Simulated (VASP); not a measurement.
Here is a VASP 6.6.1 calculation.

The input INCAR:

```
  ALGO = Normal
  EDIFF = 1E-6
  EDIFFG = -0.005
  ENCUT = 600
  GGA = PE
  IBRION = 2
  ISIF = 3
  ISMEAR = -1
  LASPH = T
  LCHARG = F
  LREAL = F
  LWAVE = F
  NELM = 60
  NSW = 60
  PREC = Accurate
  PSTRESS = 4000.0
  SIGMA = 0.08
```

Contents of KPOINTS:

```
k-points
0
Gamma
  16 16 16
```

The input POSCAR:

```
Al
1.0
    0.0000000000      1.9343809846      1.9343809846
    1.9343809846      0.0000000000      1.9343809846
    1.9343809846      1.9343809846      0.0000000000
Al
2
Direct
   -0.1250000000     -0.1250000000     -0.1250000000
    0.1250000000      0.1250000000      0.1250000000
```

Potentials or basis: VASP PAW PBE potentials, release 64 (Al).

Run with:

```sh
$ cat potpaw_PBE.64/Al/POTCAR > POTCAR
$ mpirun -np 1 vasp_std > vasp.out
```

(1) What does it give for the band gap on the k mesh?

(2) Estimate the relaxed cell.

(3) Estimate the relaxed volume.

Answers

(1) zero (bands 3 and 4 overlap by 10.28 eV).

(2) a = 2.863 Å, b = 2.863 Å, c = 2.863 Å, α = 60.00°, β = 60.00°, γ = 60.00°.

(3) 8.30 Å³/atom.

Caveat: the cell is relaxed towards a set pressure, so the run minimises the enthalpy, not the energy.
